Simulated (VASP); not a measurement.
A run of VASP 6.6.1:

File INCAR:

```
ALGO = Normal ; EDIFF = 1E-7
ENCUT = 520 ; GGA = PE
ISIF = 2 ; ISMEAR = -1
LASPH = T ; LCHARG = F
LREAL = F ; LWAVE = F
NBANDS = 30 ; NELM = 60
PREC = Accurate ; SIGMA = 0.05
```

The input KPOINTS:

```
k-points
0
Gamma
  5 5 5
```

The input POSCAR:

```
In3As
1.0
    4.6716810000      0.0000000000      0.0000000000
    0.0000000000      4.6716810000      0.0000000000
    0.0000000000      0.0000000000      4.6716810000
In As
3 1
Direct
    0.5000000000      0.5000000000      0.0000000000
    0.5000000000      0.0000000000      0.5000000000
    0.0000000000      0.5000000000      0.5000000000
    0.0000000000      0.0000000000      0.0000000000
```

Potentials or basis: VASP PAW PBE potentials, release 64 (In_d, As).

Run with:

```sh
$ cat potpaw_PBE.64/In_d/POTCAR potpaw_PBE.64/As/POTCAR > POTCAR
$ mpirun -np 1 vasp_std > vasp.out
```

Hardware: 1 thread of Intel Xeon 8259CL, on a shared host.

Problem. How long does it take, and how much memory?

Solution. Run time: 62 s on 1 thread of Intel Xeon 8259CL, with other jobs on the host, peak memory 0.21 GiB. Counts: scf iterations 15, k points 10.
